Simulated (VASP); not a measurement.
# Cd (Fd-3m) in VASP: a series of runs

The runs below take Cd through single point, with PBE.

Everything below comes from runs of VASP 6.6.1. Logs are shortened: lines on timing, memory, paths and dates and some standing lists are left out, and cuts for length are marked.

## 1. The cell of the first run

The structure is cubic, space group Fd-3m (No. 227). The conventional cell has a = 5.125 Å, b = 5.125 Å, c = 5.125 Å, α = 90.00°, β = 90.00°, γ = 90.00°. Cd (site symmetry -43m) has 4 Cd at 2.22 Å within 2.9 Å.

This isn't the form of Cd at room conditions, which is hcp.

## 2. Single point, PBE (16.82 Å³/atom)

File INCAR:

```
  ALGO = Normal
  EDIFF = 1E-6
  ENCUT = 520
  GGA = PE
  ISIF = 2
  ISMEAR = -1
  LASPH = True
  LCHARG = False
  LREAL = False
  LWAVE = False
  NBANDS = 19
  NELM = 100
  PREC = Accurate
  SIGMA = 0.08
```

File KPOINTS:

```
k-points
0
Gamma
  12 12 12
```

File POSCAR:

```
Cd
1.0
    0.0000000000      2.5623434738      2.5623434738
    2.5623434738      0.0000000000      2.5623434738
    2.5623434738      2.5623434738      0.0000000000
Cd
2
Direct
   -0.1250000000     -0.1250000000     -0.1250000000
    0.1250000000      0.1250000000      0.1250000000
```

Potentials or basis: VASP PAW PBE potentials, release 64 (Cd).

Run with:

```console
$ cat potpaw_PBE.64/Cd/POTCAR > POTCAR
$ mpirun -np 1 vasp_std > vasp.out
```

OUTCAR:

```text
EDIFF = 1E-6
   ENCUT = 520
   GGA = PE
   ISIF = 2
   ISMEAR = -1
   LASPH = True
   LREAL = False
   NELM = 100
   PREC = Accurate

 ion  position               nearest neighbor table
   1  0.875  0.875  0.875-   2 2.22   2 2.22   2 2.22   2 2.22
   2  0.125  0.125  0.125-   1 2.22   1 2.22   1 2.22   1 2.22

  LATTYP: Found a face centered cubic cell.
 ALAT       =     5.1246869476

  Lattice vectors:

 A1 = (   0.0000000000,   2.5623434738,   2.5623434738)
 A2 = (   2.5623434738,   0.0000000000,   2.5623434738)
 A3 = (   2.5623434738,   2.5623434738,   0.0000000000)

Analysis of symmetry for initial positions (statically):
=====================================================================
 Subroutine PRICEL returns:
 Original cell was already a primitive cell.

 Routine SETGRP: Setting up the symmetry group for a
 face centered cubic supercell.

 Subroutine GETGRP returns: Found 48 space group operations
 (whereof 12 operations were pure point group operations)
 out of a pool of 48 trial point group operations.

The static configuration has the point symmetry D_3d.
 The point group associated with its full space group is O_h .

Analysis of symmetry for dynamics (positions and initial velocities):
=====================================================================
 Subroutine PRICEL returns:
 Original cell was already a primitive cell.

 Routine SETGRP: Setting up the symmetry group for a
 face centered cubic supercell.

 Subroutine GETGRP returns: Found 48 space group operations
 (whereof 12 operations were pure point group operations)
 out of a pool of 48 trial point group operations.

The dynamic configuration has the point symmetry D_3d.
 The point group associated with its full space group is O_h .

 Subroutine INISYM returns: Found 48 space group operations
 (whereof 12 operations are pure point group operations),
 and found     1 'primitive' translations

----------------------------------------------------------------------------------------

                                     Primitive cell

  volume of cell :      33.6467

  direct lattice vectors                    reciprocal lattice vectors
     0.000000000  2.562343474  2.562343474    -0.195133871  0.195133871  0.195133871
     2.562343474  0.000000000  2.562343474     0.195133871 -0.195133871  0.195133871
     2.562343474  2.562343474  0.000000000     0.195133871  0.195133871 -0.195133871

  length of vectors
     3.623700892  3.623700892  3.623700892     0.337981778  0.337981778  0.337981778

  position of ions in fractional coordinates (direct lattice)
     0.875000000  0.875000000  0.875000000
     0.125000000  0.125000000  0.125000000

  ion indices of the primitive-cell ions
   primitive index   ion index
                 1           1
                 2           2

----------------------------------------------------------------------------------------

 KPOINTS: k-points

Automatic generation of k-mesh.
 Grid dimensions read from file:
 generate k-points for:   12   12   12

 Generating k-lattice:

  Cartesian coordinates                     Fractional coordinates (reciprocal lattice)
    -0.016261156  0.016261156  0.016261156     0.083333333  0.000000000  0.000000000
     0.016261156 -0.016261156  0.016261156     0.000000000  0.083333333  0.000000000
     0.016261156  0.016261156 -0.016261156     0.000000000  0.000000000  0.083333333

  Length of vectors
     0.028165148  0.028165148  0.028165148

  Shift w.r.t. Gamma in fractional coordinates (k-lattice)
     0.000000000  0.000000000  0.000000000

 Subroutine IBZKPT returns following result:
 ===========================================

 Found     72 irreducible k-points:

 Following reciprocal coordinates:
            Coordinates               Weight
  0.000000  0.000000  0.000000      1.000000
  0.083333  0.000000  0.000000      8.000000
  0.166667  0.000000  0.000000      8.000000
  0.250000  0.000000  0.000000      8.000000
  0.333333  0.000000  0.000000      8.000000
  0.416667  0.000000  0.000000      8.000000
[... 16 lines left out ...]
  0.500000  0.166667  0.000000     24.000000
 -0.416667  0.166667  0.000000     24.000000
 [... further k-points ...]
   k-points           NKPTS =     72   k-points in BZ     NKDIM =     72   number of bands    NBANDS=     19
   number of dos      NEDOS =    301   number of ions     NIONS =      2
   total plane-waves  NPLWV =  21952
   dimension x,y,z NGX =    28 NGY =   28 NGZ =   28
   dimension x,y,z NGXF=    56 NGYF=   56 NGZF=   56
   ions per type =               2
   NGX,Y,Z   is equivalent  to a cutoff of  12.85, 12.85, 12.85 a.u.
   NGXF,Y,Z  is equivalent  to a cutoff of  25.69, 25.69, 25.69 a.u.
 SYSTEM =  unknown system
   PREC   = accura    normal or accurate (medium, high low for compatibility)
   ISTART =      0    job   : 0-new  1-cont  2-samecut
   ICHARG =      2    charge: 1-file 2-atom 10-const
   ISPIN  =      1    spin polarized calculation?
   LNONCOLLINEAR =      F non collinear calculations
   LSORBIT =      F    spin-orbit coupling
   LASPH  =      T    aspherical Exc in radial PAW
   ENCUT  =  520.0 eV  38.22 Ry    6.18 a.u.   6.74  6.74  6.74*2*pi/ulx,y,z
   NELM   =    100;   NELMIN=  2; NELMDL= -5     # of ELM steps
   EDIFF  = 0.1E-05   stopping-criterion for ELM
   LREAL  =      F    real-space projection
   EDIFFG = 0.1E-04   stopping-criterion for IOM
   NSW    =      0    number of steps for IOM
   IBRION =     -1    ionic relax: 0-MD 1-quasi-New 2-CG
   NFREE  =      0    steps in history (QN), initial steepest desc. (CG)
   ISIF   =      2    stress and relaxation
   ISYM   =      2    0-nonsym 1-usesym 2-fastsym
   POTIM  = 0.5000    time-step for ionic-motion
   TEBEG  =    0.0;   TEEND  =   0.0 temperature during run
   PSTRESS=    0.0 pullay stress
   NELECT =      24.0000    total number of electrons
   NUPDOWN=      -1.0000    fix difference up-down
   EMIN   =  10.00;   EMAX   =-10.00  energy-range for DOS
   EFERMI =   0.00;   METHOD = LEGACY
   ISMEAR =    -1;   SIGMA  =   0.08  broadening in eV -4-tet -1-fermi 0-gaus
   EFERMI_NEDOS =   21; number of points for ismear=-14 and -15
   IALGO  =     38    algorithm
   IMIX   =      4    mixing-type and parameters
     AMIX     =   0.40;   BMIX     =  1.00
     AMIX_MAG =   1.60;   BMIX_MAG =  1.00
  volume/ion in A,a.u.               =      16.82       113.53
  Fermi-wavevector in a.u.,A,eV,Ry     =   1.462731  2.764161 29.110794  2.139583
  Thomas-Fermi vector in A             =   2.578910
   LORBIT       =      0    0 simple, 1 ext, 2 COOP (PROOUT), +10 PAW based schemes
   GGA     = PE    functional components
   LHFCALC =     F    Hartree Fock is set to
   AEXX    =    0.0000 exact exchange contribution
   IVDW    =     0    specifies the selected vdW correction
   LEPSILON=     F    determine dielectric tensor
   LRPA    =     F    only Hartree local field effects (RPA)
 non-spin polarized calculation
  energy-cutoff  :      520.00
  volume of cell :       33.65
 maximum number of plane-waves:       934
   NGX = 13   NGY = 13   NGZ = 13

 number of electron      24.0000013 magnetization

 Free energy of the ion-electron system (eV)
  ---------------------------------------------------
  ext. energy  EPLUGINS =         0.00000000
  ---------------------------------------------------
  free energy    TOTEN  =         5.78831416 eV

  energy without entropy =        5.80557682  energy(sigma->0) =        5.79694549

 E-fermi :   5.1673     XC(G=0): -12.1559

 val. band max:        5.1647198705   @ k =  -0.4167   0.3333   0.1667
 cond. band min:       5.2188501444   @ k =  -0.2500   0.2500   0.0000
 fundamental gap:      0.0541302739
 Fermi energy:         5.1672928454

 k-point     1 :       0.0000    0.0000    0.0000
  band No.  band energies     occupation
      1      -7.2794      2.00000
      2      -7.2794      2.00000
      3      -7.1877      2.00000
      4      -7.1877      2.00000
      5      -7.1877      2.00000
      6      -5.9450      2.00000
[... 11 lines left out ...]
     18      15.8985      0.00000
     19      16.0006      0.00000

 k-point     2 :       0.0833    0.0000    0.0000
  band No.  band energies     occupation
      1      -7.4007      2.00000
      2      -7.4007      2.00000
      3      -7.1846      2.00000
      4      -7.0359      2.00000
      5      -7.0359      2.00000
      6      -5.8340      2.00000
[... 11 lines left out ...]
     18      16.3245      0.00000
     19      17.6557      0.00000

 k-point     3 :       0.1667    0.0000    0.0000
  band No.  band energies     occupation
      1      -7.5016      2.00000
      2      -7.5016      2.00000
      3      -7.1826      2.00000
      4      -6.8623      2.00000
      5      -6.8623      2.00000
      6      -5.5789      2.00000
[... 11 lines left out ...]
     18      16.6580      0.00000
     19      17.4227      0.00000

 k-point     4 :       0.2500    0.0000    0.0000
  band No.  band energies     occupation
      1      -7.5353      2.00000
      2      -7.5353      2.00000
      3      -7.1864      2.00000
      4      -6.7596      2.00000
      5      -6.7596      2.00000
      6      -5.4677      2.00000
[... 11 lines left out ...]
     18      16.6961      0.00000
     19      18.6135      0.00000

 k-point     5 :       0.3333    0.0000    0.0000
  band No.  band energies     occupation
      1      -7.5052      2.00000
      2      -7.5052      2.00000
      3      -7.1904      2.00000
      4      -6.7612      2.00000
      5      -6.7612      2.00000
      6      -5.5500      2.00000
[... 11 lines left out ...]
     18      16.6217      0.00000
     19      20.0841      0.00000
[... 334 lines left out ...]
      2      -7.3277      2.00000
      3      -7.2742      2.00000
      4      -6.7716      2.00000
      5      -6.2380      2.00000
      6      -5.7631      2.00000
[... 11 lines left out ...]
     18      18.5807      0.00000
     19      19.4452      0.00000

 k-point    22 :       0.4167    0.1667    0.0000
  band No.  band energies     occupation
      1      -7.7856      2.00000
      2      -7.3702      2.00000
      3      -7.2512      2.00000
      4      -6.6813      2.00000
      5      -6.2689      2.00000
      6      -5.7792      2.00000
[... 11 lines left out ...]
     18      18.2082      0.00000
     19      19.3376      0.00000

 k-point    23 :       0.5000    0.1667    0.0000
  band No.  band energies     occupation
      1      -7.7736      2.00000
      2      -7.4467      2.00000
      3      -7.1718      2.00000
      4      -6.5752      2.00000
      5      -6.3950      2.00000
      6      -5.7740      2.00000
[... 11 lines left out ...]
     18      18.9125      0.00000
     19      19.5123      0.00000

 k-point    24 :      -0.4167    0.1667    0.0000
  band No.  band energies     occupation
      1      -7.7389      2.00000
      2      -7.5530      2.00000
      3      -7.0556      2.00000
      4      -6.5890      2.00000
      5      -6.4406      2.00000
      6      -5.7321      2.00000
[... 11 lines left out ...]
     18      19.7516      0.00000
     19      20.8938      0.00000

 [... further k-points ...]

------------------------ aborting loop because EDIFF is reached ----------------------------------------

  FORCE on cell =-STRESS in cart. coord.  units (eV):
  Direction    XX          YY          ZZ          XY          YZ          ZX
  --------------------------------------------------------------------------------------
  -------------------------------------------------------------------------------------
  Total       25.1458501     25.1458501     25.1458501      0.0000000      0.0000000      0.0000000
  in kB     1197.3879262   1197.3879262   1197.3879262      0.0000000      0.0000000      0.0000000
  external PRESSURE =    1197.3879262 kB  Pullay stress =       0.0000000 kB

 VOLUME and BASIS-vectors are now :
 -----------------------------------------------------------------------------
  energy-cutoff  :      520.00
  volume of cell :       33.65
      direct lattice vectors                 reciprocal lattice vectors
     0.000000000  2.562343474  2.562343474    -0.195133871  0.195133871  0.195133871
     2.562343474  0.000000000  2.562343474     0.195133871 -0.195133871  0.195133871
     2.562343474  2.562343474  0.000000000     0.195133871  0.195133871 -0.195133871

 POSITION                                       TOTAL-FORCE (eV/Angst)
 -----------------------------------------------------------------------------------
      4.48410      4.48410      4.48410        -0.000000      0.000000      0.000000
      0.64059      0.64059      0.64059         0.000000     -0.000000     -0.000000
 -----------------------------------------------------------------------------------
    total drift:                                0.000000     -0.000000     -0.000000

  FREE ENERGIE OF THE ION-ELECTRON SYSTEM (eV)
  ---------------------------------------------------
  free  energy   TOTEN  =         5.7883141571 eV

  energy  without entropy=        5.8055768153  energy(sigma->0) =        5.79694549
```

Wall time 57 s (1 thread of Intel Xeon Platinum 8259CL at 2.50GHz (Skylake/Cascade Lake), shared host); peak memory 0.18 GiB.

Results:

```
Free energy            : 5.7883 eV
Pressure               : 119.7 GPa
Band gap on the k mesh : zero (bands 12 and 13 overlap by 11.07 eV)
```

Levels at points of the mesh, in eV from the Fermi level:
```csv
k point,band 9,band 10,band 11,band 12,band 13,band 14,band 15,band 16
"(0.00, 0.00, 0.00)",-9.80,-8.65,-8.65,9.17,9.17,9.17,9.54,9.54
"(0.50, 0.00, 0.00)",-8.74,-8.74,-5.39,-4.93,5.34,5.34,8.20,9.93
"(0.50, 0.50, 0.00)",-8.53,-8.53,-3.55,-3.55,0.77,0.77,6.30,6.30
```

Caveat: the cell stands under pressure.

## 3. Single point, PBE (16.82 Å³/atom)

File INCAR:

```
SYSTEM = Cd
PREC     = Accurate       ! precision mode
ENCUT    = 520            ! plane-wave cutoff, eV
EDIFF    = 1E-7           ! SCF threshold, eV
ISMEAR   = -1             ! smearing method
SIGMA    = 0.08           ! smearing width, eV
LREAL    = .False.        ! projectors in reciprocal space
LASPH    = .True.         ! aspherical terms in the spheres
NELM     = 80             ! most SCF steps
ALGO     = Normal         ! electronic algorithm
ISIF     = 2              ! what is computed and relaxed
LWAVE    = .False.        ! write WAVECAR
LCHARG   = .False.        ! write CHGCAR
GGA      = PE             ! functional
NBANDS   = 19             ! bands
```

File KPOINTS:

```
regular mesh
0
Gamma
  12 12 12
  0 0 0
```

POSCAR is that of step 2.

Potentials or basis: VASP PAW PBE potentials, release 64 (Cd).

Run with:

```console
$ cat potpaw_PBE.64/Cd/POTCAR > POTCAR
$ mpirun -np 1 vasp_std > vasp.out
```

Run time: 57 s. Hardware: 1 thread of Intel Xeon Platinum 8259CL at 2.50GHz (Skylake/Cascade Lake), shared host; peak memory 0.18 GiB.

It converged, with:

```
Free energy            : 5.7883 eV
Pressure               : 119.7 GPa
Band gap on the k mesh : zero (bands 12 and 13 overlap by 11.07 eV)
```

Levels at points of the mesh, in eV from the Fermi level:
```tsv
k point	band 8	band 9	band 10	band 11	band 12	band 13	band 14	band 15	band 16	band 17
(0.00, 0.00, 0.00)	-9.80	-9.80	-8.65	-8.65	9.17	9.17	9.17	9.54	9.54	9.54
(0.50, 0.00, 0.00)	-9.59	-8.74	-8.74	-5.39	-4.93	5.34	5.34	8.20	9.93	9.93
(0.50, 0.50, 0.00)	-10.11	-8.53	-8.53	-3.55	-3.55	0.77	0.77	6.30	6.30	20.46
```

Caveat: the cell stands under pressure.

The gap in the log of VASP goes by the Fermi energy; the results here count the filled bands.